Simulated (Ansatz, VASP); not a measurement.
## Two plane-wave programs on LiBr

```xyz
2
Lattice="0.0000 2.7227 2.7227 2.7227 0.0000 2.7227 2.7227 2.7227 0.0000" Properties=species:S:1:pos:R:3 pbc="T T T"
Li    0.0000    0.0000    0.0000
Br    2.7227    2.7227    2.7227
```

Alike in both runs: task single point; functional BLYP; k mesh 2 × 2 × 2; occupations gaussian, width 0.1 eV; no spin polarisation.

|  | VASP | Ansatz |
| --- | --- | --- |
| version | VASP 6.6.1 | Ansatz 0.2.0 |
| potentials or method | VASP PAW PBE potentials, release 64 (Li_sv, Br), cutoff 750 eV | scalar-relativistic, plane waves, PAW |
| valence electrons in the cell | 10 | 10 |

Ansatz gave:

```
gap on the k mesh at the Fermi level (eV) : 5.08
least direct gap on the mesh (eV)         : 5.08
pressure (GPa)                            : 8.1
```

**Question.** What did VASP give for the same quantities?

**Answer.** gap on the k mesh at the Fermi level (eV): 5.11; least direct gap on the mesh (eV): 5.11; pressure (GPa): 8.1.

VASP's potentials were made for PBE, not for BLYP. The functional is the same, so the differences come from potentials, cutoffs and numerics.

The k mesh is coarse, so the values compare programs but aren't converged.
